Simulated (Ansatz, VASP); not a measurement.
**Two plane-wave programs on CdSe**

```
Cd Se
1.0
     0.00000    3.06778    3.06778
     3.06778    0.00000    3.06778
     3.06778    3.06778    0.00000
Cd Se
1 1
Cartesian
  0.0000 0.0000 0.0000
  1.5339 1.5339 1.5339
```

Alike in both runs: task single point; functional r2SCAN; k mesh 8 × 8 × 8; no spin polarisation.

|  | VASP | Ansatz |
| --- | --- | --- |
| version | VASP 6.6.1 | Ansatz 0.2.0 |
| potentials or method | VASP PAW PBE potentials, release 64 (Cd, Se) | plane waves, PAW |
| plane-wave cutoff (eV) | 520 | 500 |
| occupations | gaussian, width 0.01 eV | fixed |
| valence electrons in the cell | 18 | 36 |

|  | VASP | Ansatz | Ansatz less VASP |
| --- | --- | --- | --- |
| gap on the k mesh at the Fermi level (eV) | 1.03 | 1.04 | +0.010 |
| pressure (GPa) | 0.2 | -0.1 | -0.24 |

VASP's potentials were made for PBE, not for r2SCAN. VASP's potentials hold 18 valence electrons a cell and Ansatz's 36, so a difference there can come from the potentials and not from the codes.
